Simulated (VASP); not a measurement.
A run of VASP 6.6.1:

The input INCAR:

```
ALGO     = Normal         # electronic algorithm
EDIFF    = 1E-7           # SCF threshold, eV
EDIFFG   = -0.002         # ionic threshold
ENCUT    = 520            # plane-wave cutoff, eV
GGA      = PS             # functional
IBRION   = 2              # ionic algorithm
ISIF     = 2              # what is computed and relaxed
ISMEAR   = 0              # smearing method
LASPH    = T              # aspherical terms in the spheres
LCHARG   = F              # write CHGCAR
LREAL    = F              # projectors in reciprocal space
LWAVE    = F              # write WAVECAR
NELM     = 100            # most SCF steps
NSW      = 60             # ionic steps
PREC     = Accurate       # precision mode
SIGMA    = 0.02           # smearing width, eV
```

The input KPOINTS:

```
k-points
0
Gamma
  9 9 6
```

POSCAR

```
BN
1.0
    2.5124009622      0.0000000000      0.0000000000
   -1.2562004811      2.1758030578      0.0000000000
    0.0000000000      0.0000000000      4.1606277790
B N
2 2
Direct
    0.3333333333      0.6666666667     -0.0003717541
    0.6666666667      0.3333333333      0.4996282459
    0.3333333333      0.6666666667      0.3743717541
    0.6666666667      0.3333333333      0.8743717541
```

Potentials or basis: VASP PAW PBE potentials, release 64 (B, N).

The run is started by

```console
$ cat potpaw_PBE.64/B/POTCAR potpaw_PBE.64/N/POTCAR > POTCAR
$ mpirun -np 1 vasp_std > vasp.out
```

Hardware: 1 thread of Intel(R) Xeon(R) Platinum 8375C CPU @ 2.90GHz (Ice Lake) (shared host).

**Question.** Estimate the wall time of this run.

**Answer.** Wall time 16 s on 1 thread of Intel(R) Xeon(R) Platinum 8375C CPU @ 2.90GHz (Ice Lake), on a shared host, peak memory 0.13 GiB. Counts: scf iterations 24, k points 48, ion steps 3.
